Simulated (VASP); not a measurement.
Here is a VASP 6.6.1 calculation.

File POSCAR:

```
SrTiO3
1.0
    3.8669527782      0.0000000000      0.0000000000
    0.0000000000      3.8669527782      0.0000000000
    0.0000000000      0.0000000000      3.8669527782
Sr Ti O
1 1 3
Direct
    0.0000000000      0.0000000000      0.0000000000
    0.5000000000      0.5000000000      0.5000000000
    0.5000000000      0.0000000000      0.5000000000
    0.5000000000      0.5000000000      0.0000000000
    0.0000000000      0.5000000000      0.5000000000
```

Contents of INCAR.step1:

```
SYSTEM = SrTiO3
PREC = Accurate
ENCUT = 520
ISMEAR = 0
SIGMA = 0.02
LREAL = .FALSE.
LASPH = .TRUE.
NELM = 150
LMAXMIX = 4
LDAU = .TRUE.
LDAUTYPE = 2
LDAUL = -1 2 -1
LDAUU = 0 4 0
LDAUJ = 0 0 0
NBANDS = 28
GGA = PE
ALGO = Normal
EDIFF = 1E-4
LWAVE = .TRUE.
LCHARG = .FALSE.
```

Contents of INCAR.step2:

```
SYSTEM = SrTiO3
PREC = Accurate
ENCUT = 520
EDIFF = 1E-7
ISMEAR = 0
SIGMA = 0.02
LREAL = .FALSE.
LASPH = .TRUE.
NELM = 150
ALGO = Normal
ISIF = 2
LWAVE = .FALSE.
LCHARG = .FALSE.
LMAXMIX = 4
LDAU = .TRUE.
LDAUTYPE = 2
LDAUL = -1 2 -1
LDAUU = 0 4 0
LDAUJ = 0 0 0
LDAUPRINT = 1
METAGGA = R2SCAN
LMIXTAU = .TRUE.
NBANDS = 28
ISTART = 1
```

The input KPOINTS:

```
Automatic mesh
0
G
  6 6 6
  0 0 0
```

Potentials or basis: VASP PAW PBE potentials, release 64 (Sr_sv, Ti_sv, O).

Command:

```console
$ cat potpaw_PBE.64/Sr_sv/POTCAR potpaw_PBE.64/Ti_sv/POTCAR potpaw_PBE.64/O/POTCAR > POTCAR
$ cp INCAR.step1 INCAR
$ mpirun -np 1 vasp_std > vasp.out
$ cp INCAR.step2 INCAR
$ mpirun -np 1 vasp_std > vasp.out
```

Question: What does it give for the pressure?

Answer: 11.6 GPa.

Question: Estimate the band gap on the k mesh.

Answer: 2.94 eV (least direct gap 3.36 eV).

Eigenvalues of the final occupation matrices:
```
    site  spin  trace               eigenvalues
site 2 d     1   0.81  0.10 0.10 0.10 0.26 0.26
site 2 d     2   0.81  0.10 0.10 0.10 0.26 0.26
```

Caveat: the cell stands under pressure; the PAW data sets were made with another functional, which shifts forces and pressure a little. A k mesh can miss the band edges.
